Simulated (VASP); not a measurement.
Input of a VASP 6.6.1 run:

INCAR

```
PREC = Accurate
ENCUT = 520
EDIFF = 1E-6
ISMEAR = 1
SIGMA = 0.1
LREAL = False
LASPH = True
NELM = 80
ALGO = Normal
ISIF = 2
LWAVE = False
LCHARG = True
GGA = CA
LELF = True
LVHAR = True
NBANDS = 16
```

File KPOINTS:

```
Automatic mesh
0
Gamma
  10 10 5
```

POSCAR

```
ZnRe
1.0
    2.7482180000      0.0000000000      0.0000000000
   -1.3741090000      2.3800270000      0.0000000000
    0.0000000000      0.0000000000      4.4940660000
Zn Re
1 1
Direct
    0.0000000000      0.0000000000      0.0000000000
    0.3333333333      0.6666666667      0.5000000000
```

Potentials or basis: VASP PAW LDA potentials, release 64 (Zn, Re).

Run with:

```sh
$ cat potpaw_LDA.64/Zn/POTCAR potpaw_LDA.64/Re/POTCAR > POTCAR
$ mpirun -np 1 vasp_std > vasp.out
```

**Question.** Predict the pressure.

**Answer.** -13.6 GPa.

Stress tensor (GPa, compression positive):
```
-13.17   0.00   0.00
  0.00 -13.17   0.00
  0.00   0.00 -14.41
```
